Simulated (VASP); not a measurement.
Input of a VASP 6.6.1 run:

INCAR

```
  PREC = Accurate
  ENCUT = 520
  EDIFF = 1E-6
  ISMEAR = -1
  SIGMA = 0.05
  LREAL = False
  LASPH = True
  NELM = 60
  ALGO = Normal
  ISIF = 2
  LWAVE = False
  LCHARG = True
  GGA = PS
  LELF = True
  LVHAR = True
  NBANDS = 30
```

The input KPOINTS:

```
regular mesh
0
Gamma
  7 7 2
```

The input POSCAR:

```
La
1.0
    3.7700000000      0.0000000000      0.0000000000
   -1.8850000000      3.2649157723      0.0000000000
    0.0000000000      0.0000000000     12.1590000000
La
4
Direct
    0.6666666667      0.3333333333      0.2500000000
    0.3333333333      0.6666666667      0.7500000000
    0.0000000000      0.0000000000      0.5000000000
    0.0000000000      0.0000000000      0.0000000000
```

Potentials or basis: VASP PAW PBE potentials, release 64 (La).

Launch:

```bash
$ cat potpaw_PBE.64/La/POTCAR > POTCAR
$ mpirun -np 1 vasp_std > vasp.out
```

(1) Predict the band gap on the k mesh.

(2) What does it give for the pressure?

Results:

(1) zero (bands 22 and 23 overlap by 0.93 eV).

(2) -2.4 GPa.

Caveat: the PAW data sets were made with another functional, which shifts forces and pressure a little; spin-orbit coupling is left out, which moves the levels of the heavy elements.
